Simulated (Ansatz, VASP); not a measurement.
**BaZrO3: VASP beside Ansatz**

```
Ba Zr O
1.0
     4.59965    0.00000    0.00000
     0.00000    4.59965    0.00000
     0.00000    0.00000    4.18150
Ba Zr O
1 1 3
Direct
  0.50000 0.50000 0.50000
  0.00000 0.00000 0.00000
  0.50000 0.00000 0.00000
  0.00000 0.50000 0.00000
  0.00000 0.00000 0.50000
```

Change from the starting cell: strain +0.1000 x Voigt [1, 1, 0, 0, 0, 0], atoms carried along.

Alike in both runs: task single point; functional r2SCAN; k mesh 6 × 6 × 6; occupations gaussian, width 0.05 eV; no spin polarisation.

|  | VASP | Ansatz |
| --- | --- | --- |
| version | VASP 6.6.1 | Ansatz 0.2.0 |
| potentials or method | VASP PAW PBE potentials, release 64 (Ba_sv, Zr_sv, O), cutoff 520 eV | scalar-relativistic, plane waves, PAW |
| valence electrons in the cell | 40 | 40 |

|  | VASP | Ansatz | Ansatz less VASP |
| --- | --- | --- | --- |
| gap on the k mesh at the Fermi level (eV) | 2.97 | 3.00 | +0.032 |
| least direct gap on the mesh (eV) | 3.29 | 3.31 | +0.022 |
| pressure (GPa) | -17.4 | -17.9 | -0.52 |
| traceless stress, the component that is largest in VASP (GPa) | 8.32 | 8.12 | -0.202 |

VASP's potentials were made for PBE, not for r2SCAN.

Spin-orbit coupling is off throughout.
